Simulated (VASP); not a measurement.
Set up this calculation in VASP 6.6.1, as the native input.

```yaml
Task: relaxation of cell and atoms
Functional: PBE
Potentials_or_basis: VASP PAW PBE potentials, release 64 (P)
Cutoff: 600 eV
k_mesh: 6 × 6 × 8
Occupations: gaussian, width 0.1 eV
Spin: no spin polarisation
Dipole_correction: no
Further_INCAR_settings: ALGO = Normal; EDIFF = 1e-07; IBRION = 2; EDIFFG = -0.01; NSW = 100; ISIF = 3
```

The structure of P lies in POSCAR:

```
P
1.0
    6.7372992586      0.0000000000      0.0000000000
   -3.3686496293      5.8346723108      0.0000000000
    0.0000000000      0.0000000000      5.1066497048
P
12
Direct
    0.1011872572      0.7420698888      0.8744908307
    0.2579301112      0.3591173685      0.5411574973
    0.6408826315      0.8988127428      0.2078241640
    0.8988127428      0.2579301112      0.3744908307
    0.7420698888      0.6408826315      0.0411574973
    0.3591173685      0.1011872572      0.7078241640
    0.1011872572      0.3591173685      0.9588425027
    0.6408826315      0.7420698888      0.6255091693
    0.2579301112      0.8988127428      0.2921758360
    0.8988127428      0.6408826315      0.4588425027
    0.3591173685      0.2579301112      0.1255091693
    0.7420698888      0.1011872572      0.7921758360
```

The cell was generated, and may not be a known phase.

One way to write it, as run:

INCAR

```
SYSTEM = P
ALGO     = Normal         ! electronic algorithm
EDIFF    = 1E-7           ! SCF threshold, eV
EDIFFG   = -0.01          ! ionic threshold
ENCUT    = 600            ! plane-wave cutoff, eV
GGA      = PE             ! functional
IBRION   = 2              ! ionic algorithm
ISIF     = 3              ! what is computed and relaxed
ISMEAR   = 0              ! smearing method
LASPH    = .True.         ! aspherical terms in the spheres
LCHARG   = .False.        ! write CHGCAR
LREAL    = .False.        ! projectors in reciprocal space
LWAVE    = .False.        ! write WAVECAR
NELM     = 100            ! most SCF steps
NSW      = 100            ! ionic steps
PREC     = Accurate       ! precision mode
SIGMA    = 0.1            ! smearing width, eV
```

KPOINTS

```
k-points
0
Gamma
  6 6 8
  0 0 0
```

Potentials or basis: VASP PAW PBE potentials, release 64 (P).

The run is started by

```console
$ cat potpaw_PBE.64/P/POTCAR > POTCAR
$ mpirun -np 1 vasp_std > vasp.out
```

Results of the run:

* Relaxed volume: 16.68 Å³/atom
* Relaxed cell: a = 6.658 Å, b = 6.658 Å, c = 5.214 Å, α = 90.00°, β = 90.00°, γ = 120.00°
* Space group after relaxing (to 0.1 Å): P6_522 (No. 179)
* Energy gained by relaxing: 6.3 meV/atom
* Ionic steps: 7
* Pressure after relaxing: 0.0 GPa
* Largest force after relaxing: 0.006 eV/Å
* Band gap on the k mesh: zero (bands 30 and 31 overlap by 1.54 eV)

It took 14 min on 1 thread of AMD EPYC 9R45 96-Core Processor (Zen 5), with other jobs on the host, peak memory 0.44 GiB.
